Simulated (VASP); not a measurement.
Runs of VASP 6.6.1 on SnTe. The structure is that of space group F-43m (No. 216), or close to it. The cells are those of the table. 

| level | spin | cell | k mesh | cutoff (eV) | smearing | gap on the mesh (eV) | pressure (GPa) |
| --- | --- | --- | --- | --- | --- | --- | --- |
| RPBE | off | a = 5.107 Å, angles 60.0°, 2 atoms | 2 × 2 × 2 | 500 | methfessel-paxton 0.013 eV | 0.89 | -0.3 |
| PBE | collinear, ferromagnetic start | a = 5.335 Å, angles 60.0°, 2 atoms | 2 × 2 × 2 | 500 | fermi-dirac 0.025852 eV | 0.93 | (b) |
| PBE | off | a = 4.912 Å, angles 60.0°, 2 atoms | 4 × 4 × 4 | 500 | gaussian 0.1 eV | none | 2.5 |
| BLYP | off | a = 5.107 Å, angles 60.0°, 2 atoms | 4 × 4 × 4 | 500 | gaussian 0.1 eV | 0.15 | 1.4 |
| PBE | off | a = 5.107 Å, angles 60.0°, 2 atoms | 4 × 4 × 4 | 520 | gaussian 0.1 eV | 0.10 | -0.3 |
| RPBE | off | a = 5.223 Å, angles 60.0°, 2 atoms | 4 × 4 × 4 | 500 | gaussian 0.1 eV | 0.36 | -0.7 |
| PBE | off | a = 5.107 Å, angles 60.0°, 2 atoms | 4 × 4 × 4 | 500 | gaussian 0.01 eV | 0.09 | -0.1 |
| PBE | off | a = 5.107 Å, angles 60.0°, 2 atoms | 4 × 4 × 4 | 500 | gaussian 0.012 eV | 0.09 | -0.1 |
| PBEsol | off | a = 5.644 Å, angles 60.0°, 2 atoms | 3 × 3 × 3 | 500 | fermi-dirac 0.0052 eV | 1.05 | -4.8 |
| PBE | off | a = 5.397 Å, angles 60.0°, 2 atoms | 1 × 1 × 1 | 500 | gaussian 0.1 eV | 2.24 | (c) |
| RPBE | off | a = 5.107 Å, angles 60.0°, 2 atoms | 4 × 4 × 4 | 500 | gaussian 0.1 eV | 0.19 | (a) |

Alike in all rows: task single point; potentials or basis VASP PAW PBE potentials, release 64 (Sn_d, Te).

**Question.** Estimate the missing entries.

**Answer.** (a) 0.8; (b) -3.4; (c) 5.9.

Caveats: some runs use coarse meshes; spin-orbit coupling is left out, which moves the levels of the heavy elements; the PAW data sets were made with another functional, which shifts forces and pressure a little (some runs).

A k mesh can miss the band edges, and the runs leave out spin-orbit coupling on Sn, Te.

A gap of «none» marks levels without a gap at the run's occupations.
